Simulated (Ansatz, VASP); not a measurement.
# Two plane-wave programs on Al

```xyz
12
Lattice="2.8532 0.0000 0.0000 -1.4266 2.4709 0.0000 0.0000 0.0000 28.1017" Properties=species:S:1:pos:R:3 pbc="T T T"
Al    0.0000    0.0000    0.0074
Al    0.0000    1.6473    2.3418
Al    1.4266    0.8236    4.6762
Al    0.0000    0.0000    7.0066
Al    0.0000    1.6473    9.3672
Al    0.0000    0.0000   11.7279
Al    1.4266    0.8236   14.0583
Al    0.0000    1.6473   16.3927
Al    0.0000    0.0000   18.7271
Al    1.4266    0.8236   21.0575
Al    0.0000    1.6473   23.4181
Al    1.4266    0.8236   25.7787
```

Alike in both runs: functional PBE; k mesh 18 × 18 × 2; occupations gaussian, width 0.1 eV; no spin polarisation.

Ansatz relaxed the structure, and its values are those at the end. VASP's run is a single point on that final structure, the one shown.

|  | VASP | Ansatz |
| --- | --- | --- |
| version | VASP 6.6.1 | Ansatz 0.2.0 |
| potentials or method | VASP PAW PBE potentials, release 64 (Al), cutoff 520 eV | scalar-relativistic, plane waves, PAW |
| valence electrons in the cell | 36 | 36 |

|  | VASP | Ansatz | Ansatz less VASP |
| --- | --- | --- | --- |
| gap on the k mesh at the Fermi level (eV) | none | none | - |
| pressure (GPa) | 0.0 | 0.0 | +0.04 |

A gap of «none» marks a metal or a gap that the smearing closes.
